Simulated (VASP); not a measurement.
Ti, 2 atoms in the cell. The typed cell holds 2 atoms: a = 2.924 Å, b = 2.870 Å, c = 4.572 Å, α = 87.85°, β = 87.78°, γ = 118.33°.  This cell differs from its parent crystal: atoms moved at random and the cell strained at random.

* Program: VASP 6.6.1
* Task: single point
* Functional: PBEsol
* Potentials or basis: VASP PAW PBE potentials, release 64 (Ti_sv)
* Cutoff: 520 eV
* k mesh: 12 × 12 × 8
* Occupations: gaussian, width 0.15 eV
* Spin: no spin polarisation
* Dipole correction: no
* Further INCAR settings: ALGO = Fast; EDIFF = 1e-06; NBANDS = 19

Potentials or basis: VASP PAW PBE potentials, release 64 (Ti_sv).

Run with:

```bash
$ cat potpaw_PBE.64/Ti_sv/POTCAR > POTCAR
$ mpirun -np 1 vasp_std > vasp.out
```

Hardware: 1 thread of Intel(R) Xeon(R) Platinum 8488C (Sapphire Rapids), with other jobs on the host.

**Question.** How long does it take, and how much memory?

**Answer.** Run time: 9.3 min on 1 thread of Intel(R) Xeon(R) Platinum 8488C (Sapphire Rapids), with other jobs on the host, peak memory 0.4 GiB. Counts: scf iterations 36, k points 580.
